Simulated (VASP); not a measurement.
A run of VASP 6.6.1 is set up as follows.

The input POSCAR:

```
Ir
1.0
    0.0000000000      1.9156000000      1.9156000000
    1.9156000000      0.0000000000      1.9156000000
    1.9156000000      1.9156000000      0.0000000000
Ir
1
Direct
    0.0000000000      0.0000000000      0.0000000000
```

File INCAR.step1:

```
SYSTEM = Ir
PREC     = Accurate       ! precision mode
ENCUT    = 520            ! plane-wave cutoff, eV
ISMEAR   = -1             ! smearing method
SIGMA    = 0.05           ! smearing width, eV
LREAL    = .FALSE.        ! projectors in reciprocal space
LASPH    = .TRUE.         ! aspherical terms in the spheres
NELM     = 80             ! most SCF steps
NBANDS   = 10             ! bands
GGA      = PE             ! functional
ALGO     = Normal         ! electronic algorithm
EDIFF    = 1E-4           ! SCF threshold, eV
LWAVE    = .TRUE.         ! write WAVECAR
LCHARG   = .FALSE.        ! write CHGCAR
```

INCAR.step2

```
SYSTEM = Ir
PREC     = Accurate       ! precision mode
ENCUT    = 520            ! plane-wave cutoff, eV
EDIFF    = 1E-7           ! SCF threshold, eV
ISMEAR   = -1             ! smearing method
SIGMA    = 0.05           ! smearing width, eV
LREAL    = .FALSE.        ! projectors in reciprocal space
LASPH    = .TRUE.         ! aspherical terms in the spheres
NELM     = 80             ! most SCF steps
ALGO     = Normal         ! electronic algorithm
ISIF     = 2              ! what is computed and relaxed
LWAVE    = .FALSE.        ! write WAVECAR
LCHARG   = .FALSE.        ! write CHGCAR
METAGGA  = R2SCAN         ! meta-GGA
LMIXTAU  = .TRUE.       
NBANDS   = 10             ! bands
ISTART   = 1
```

KPOINTS

```
regular mesh
0
G
  12 12 12
  0 0 0
```

Potentials or basis: VASP PAW PBE potentials, release 64 (Ir).

The run is started by

```sh
$ cat potpaw_PBE.64/Ir/POTCAR > POTCAR
$ cp INCAR.step1 INCAR
$ mpirun -np 1 vasp_std > vasp.out
$ cp INCAR.step2 INCAR
$ mpirun -np 1 vasp_std > vasp.out
```

Question: Predict the pressure.

Answer: 6.1 GPa.

Caveat: the PAW data sets were made with another functional, which shifts forces and pressure a little.
